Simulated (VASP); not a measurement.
# PbSe in VASP: further runs, part 2 of 2

VASP 6.6.1.

## 3. Single point, PBEsol (volume scaled by 0.94)

File INCAR:

```
  ALGO = Normal
  EDIFF = 1E-6
  ENCUT = 520
  GGA = PS
  ISIF = 2
  ISMEAR = -1
  LASPH = True
  LCHARG = True
  LELF = True
  LREAL = False
  LVHAR = True
  LWAVE = False
  NBANDS = 28
  NELM = 100
  PREC = Accurate
  SIGMA = 0.05
```

File KPOINTS:

```
k-points
0
Gamma
  6 6 3
```

File POSCAR:

```
PbSe
1.0
    4.3247648758      0.0000000000      0.0000000000
   -0.0101005360      4.3247530808      0.0000000000
   -2.1573321698     -2.1623765405     11.7558159939
Pb Se
2 2
Direct
    0.8068400000      0.8073040000      0.6184430000
    0.1854540000      0.1998100000      0.3823760000
    0.2873320000      0.3231460000      0.6231940000
    0.6842660000      0.6998950000      0.3779650000
```

Potentials or basis: VASP PAW PBE potentials, release 64 (Pb_d, Se).

On the command line:

```bash
> cat potpaw_PBE.64/Pb_d/POTCAR potpaw_PBE.64/Se/POTCAR > POTCAR
> mpirun -np 1 vasp_std > vasp.out
```

OUTCAR:

```text
EDIFF = 1E-6
   ENCUT = 520
   GGA = PS
   ISIF = 2
   ISMEAR = -1
   LASPH = True
   LREAL = False
   NELM = 100
   PREC = Accurate

 ion  position               nearest neighbor table
   1  0.807  0.807  0.618-   4 2.83   3 2.95   3 3.03   3 3.08   3 3.17   2 4.10   2 4.11
   2  0.185  0.200  0.382-   3 2.83   4 3.04   4 3.06   4 3.07   4 3.07   1 4.10   1 4.11
   3  0.287  0.323  0.623-   2 2.83   1 2.95   1 3.03   1 3.08   1 3.17
   4  0.684  0.700  0.378-   1 2.83   2 3.04   2 3.06   2 3.07   2 3.07

[... 967 lines left out ...]
  --------------------------------------------------------------------------------------
  -------------------------------------------------------------------------------------
  Total       -0.0643540     -0.0641610     -0.7713899      0.0209725      0.0283092      0.1974846
  in kB       -0.4689313     -0.4675256     -5.6209269      0.1528212      0.2062824      1.4390210
  external PRESSURE =      -2.1857946 kB  Pullay stress =       0.0000000 kB

 VOLUME and BASIS-vectors are now :
 -----------------------------------------------------------------------------
  energy-cutoff  :      520.00
  volume of cell :      219.88
      direct lattice vectors                 reciprocal lattice vectors
     4.324764876  0.000000000  0.000000000     0.231226443  0.000540033  0.042532139
    -0.010100536  4.324753081  0.000000000     0.000000000  0.231227074  0.042532139
    -2.157332170 -2.162376540 11.755815994     0.000000000  0.000000000  0.085064278

 POSITION                                       TOTAL-FORCE (eV/Angst)
 -----------------------------------------------------------------------------------
      2.14705      2.15408      7.27030        -0.072596      0.054394     -0.130138
     -0.02489      0.03729      4.49514         0.015959     -0.011828      0.155513
     -0.10506      0.04995      7.32615         0.139589     -0.043306     -0.131234
      2.13682      2.20957      4.44329        -0.082952      0.000740      0.105858
 -----------------------------------------------------------------------------------
    total drift:                                0.000349      0.000387      0.000247

  FREE ENERGIE OF THE ION-ELECTRON SYSTEM (eV)
  ---------------------------------------------------
  free  energy   TOTEN  =       -17.3741537133 eV

  energy  without entropy=      -17.3741536408  energy(sigma->0) =      -17.37415368
```

OSZICAR:

```text
N       E                     dE             d eps       ncg     rms          rms(c)
DAV:   1     0.394251939092E+03    0.39425E+03   -0.17387E+04  3176   0.127E+03
DAV:   2     0.286141372045E+02   -0.36564E+03   -0.35611E+03  3360   0.341E+02
DAV:   3    -0.159683907872E+02   -0.44583E+02   -0.43913E+02  4080   0.144E+02
DAV:   4    -0.180042732906E+02   -0.20359E+01   -0.20287E+01  3644   0.377E+01
DAV:   5    -0.180825861114E+02   -0.78313E-01   -0.78300E-01  4256   0.736E+00    0.403E+00
DAV:   6    -0.174273891140E+02    0.65520E+00   -0.14150E+00  4376   0.724E+00    0.222E+00
DAV:   7    -0.173898725749E+02    0.37517E-01   -0.35775E-01  3744   0.243E+00    0.119E+00
DAV:   8    -0.173748067538E+02    0.15066E-01   -0.54220E-02  4120   0.184E+00    0.269E-01
DAV:   9    -0.173718953451E+02    0.29114E-02   -0.97455E-03  4256   0.796E-01    0.120E-01
DAV:  10    -0.173700801217E+02    0.18152E-02   -0.41609E-03  3460   0.244E-01    0.535E-02
DAV:  11    -0.173712055176E+02   -0.11254E-02   -0.20153E-03  3244   0.158E-01    0.507E-02
DAV:  12    -0.173734785376E+02   -0.22730E-02   -0.58912E-04  3392   0.114E-01    0.277E-02
DAV:  13    -0.173739984405E+02   -0.51990E-03   -0.14474E-04  3460   0.760E-02    0.117E-02
DAV:  14    -0.173741509017E+02   -0.15246E-03   -0.44031E-05  3280   0.439E-02    0.462E-03
DAV:  15    -0.173741531079E+02   -0.22062E-05   -0.35218E-06  3516   0.109E-02    0.183E-03
DAV:  16    -0.173741537133E+02   -0.60539E-06   -0.63636E-07  2616   0.446E-03
   1 F= -.17374154E+02 E0= -.17374154E+02  d E =-.724833E-07
```

It took 3.9 min on 1 thread of Intel Xeon Platinum 8259CL at 2.50GHz (Skylake/Cascade Lake), shared host; peak memory 0.48 GiB.

What came out:

| Item | Value |
| --- | --- |
| Free energy | -17.3742 eV |
| Largest force | 0.196 eV/Å |
| Band gap on the k mesh | 1.51 eV, direct |

Forces on the atoms (eV/Å):
```
Pb  -0.073  0.054 -0.130
Pb   0.016 -0.012  0.156
Se   0.140 -0.043 -0.131
Se  -0.083  0.001  0.106
```

Caveat: the PAW data sets were made with another functional, which shifts forces and pressure a little; spin-orbit coupling is left out, which moves the levels of the heavy elements.

## 4. Single point, LDA (volume scaled by 0.96)

File INCAR:

```
ALGO = Normal
EDIFF = 1E-7
ENCUT = 520
GGA = CA
ISIF = 2
ISMEAR = -1
LASPH = True
LCHARG = False
LREAL = False
LWAVE = False
NBANDS = 28
NELM = 80
PREC = Accurate
SIGMA = 0.05
```

KPOINTS is that of step 3.

File POSCAR:

```
PbSe
1.0
    4.3552219700      0.0000000000      0.0000000000
   -0.0101716689      4.3552100919      0.0000000000
   -2.1725251505     -2.1776050460     11.8386061582
Pb Se
2 2
Direct
    0.8068400000      0.8073040000      0.6184430000
    0.1854540000      0.1998100000      0.3823760000
    0.2873320000      0.3231460000      0.6231940000
    0.6842660000      0.6998950000      0.3779650000
```

Potentials or basis: VASP PAW LDA potentials, release 64 (Pb_d, Se).

On the command line:

```bash
> cat potpaw_LDA.64/Pb_d/POTCAR potpaw_LDA.64/Se/POTCAR > POTCAR
> mpirun -np 1 vasp_std > vasp.out
```

Wall time 4.4 min (1 thread of Intel Xeon Platinum 8259CL at 2.50GHz (Skylake/Cascade Lake), shared host); peak memory 0.45 GiB.

Results (log left out):

| Quantity | Value |
| --- | --- |
| Free energy | -18.2463 eV |
| Largest force | 0.370 eV/Å |
| Band gap on the k mesh | 1.46 eV, direct |

Forces on the atoms (eV/Å):
```
Pb  -0.028  0.029 -0.346
Pb   0.009 -0.015  0.369
Se   0.098 -0.017 -0.337
Se  -0.079  0.002  0.313
```

Levels at points of the mesh, in eV from the valence-band top:
```csv
k point,band 17,band 18,band 19,band 20,band 21,band 22,band 23,band 24
"(0.00, 0.00, 0.00)",-2.39,-1.42,-1.41,-0.46,2.01,4.04,4.44,4.90
"(0.50, 0.00, 0.00)",-0.96,-0.83,-0.05,-0.01,1.48,1.51,2.37,2.54
"(0.00, 0.50, 0.00)",-0.93,-0.87,-0.05,0.00,1.46,1.52,2.43,2.50
"(0.50, 0.50, 0.00)",-2.88,-2.87,-1.39,-1.38,3.53,3.56,5.06,5.08
```

Caveat: spin-orbit coupling is left out, which moves the levels of the heavy elements.

## 5. Single point, PBEsol (volume scaled by 0.96)

File INCAR:

```
SYSTEM = PbSe
PREC = Accurate
ENCUT = 520
EDIFF = 1E-7
ISMEAR = -1
SIGMA = 0.05
LREAL = .False.
LASPH = .True.
NELM = 60
ALGO = Normal
ISIF = 2
LWAVE = .False.
LCHARG = .True.
GGA = PS
LELF = .True.
LVHAR = .True.
NBANDS = 28
```

File KPOINTS:

```
regular mesh
0
Gamma
  6 6 3
  0 0 0
```

POSCAR is that of step 4.

Potentials or basis: VASP PAW PBE potentials, release 64 (Pb_d, Se).

On the command line:

```bash
> cat potpaw_PBE.64/Pb_d/POTCAR potpaw_PBE.64/Se/POTCAR > POTCAR
> mpirun -np 1 vasp_std > vasp.out
```

It took 3.7 min on 1 thread of Intel Xeon 6975P-C (Granite Rapids), shared host; peak memory 0.5 GiB.

It converged, with:

* Free energy: -17.3610 eV
* Largest force: 0.264 eV/Å
* Band gap on the k mesh: 1.51 eV, direct

Forces on the atoms (eV/Å):
```
Pb  -0.048  0.041 -0.240
Pb   0.010 -0.013  0.264
Se   0.116 -0.029 -0.221
Se  -0.078  0.000  0.196
```

Levels at points of the mesh, in eV from the valence-band top:
```csv
k point,band 18,band 19,band 20,band 21,band 22,band 23
"(0.00, 0.00, 0.00)",-1.42,-1.41,-0.46,2.10,3.96,4.42
"(0.50, 0.00, 0.00)",-0.84,-0.05,-0.02,1.54,1.56,2.41
"(0.00, 0.50, 0.00)",-0.88,-0.05,0.00,1.51,1.57,2.48
"(0.50, 0.50, 0.00)",-2.87,-1.39,-1.38,3.59,3.63,5.07
```

Caveat: the PAW data sets were made with another functional, which shifts forces and pressure a little; spin-orbit coupling is left out, which moves the levels of the heavy elements.

## 6. The runs side by side

| level | potentials or basis | cell | gap on the mesh (eV) | largest force (eV/Å) |
| --- | --- | --- | --- | --- |
| LDA | VASP PAW LDA potentials, release 64 (Pb_d, Se) | a = 4.325, b = 4.325, c = 12.146 Å, angles 100.2, 100.2, 90.1°, 4 atoms | 1.47 | 0.28 |
| PBEsol | VASP PAW PBE potentials, release 64 (Pb_d, Se) | a = 4.325, b = 4.325, c = 12.146 Å, angles 100.2, 100.2, 90.1°, 4 atoms | 1.51 | 0.20 |
| LDA | VASP PAW LDA potentials, release 64 (Pb_d, Se) | a = 4.355, b = 4.355, c = 12.232 Å, angles 100.2, 100.2, 90.1°, 4 atoms | 1.46 | 0.37 |
| PBEsol | VASP PAW PBE potentials, release 64 (Pb_d, Se) | a = 4.355, b = 4.355, c = 12.232 Å, angles 100.2, 100.2, 90.1°, 4 atoms | 1.51 | 0.26 |

Alike in all rows: task single point; no spin polarisation; k mesh 6 × 6 × 3; cutoff (eV) 520; smearing fermi-dirac 0.05 eV.

Caveats: spin-orbit coupling is left out, which moves the levels of the heavy elements; the PAW data sets were made with another functional, which shifts forces and pressure a little (some runs).

Total energies depend on the potentials used, so only differences within one code and one set of settings carry meaning.
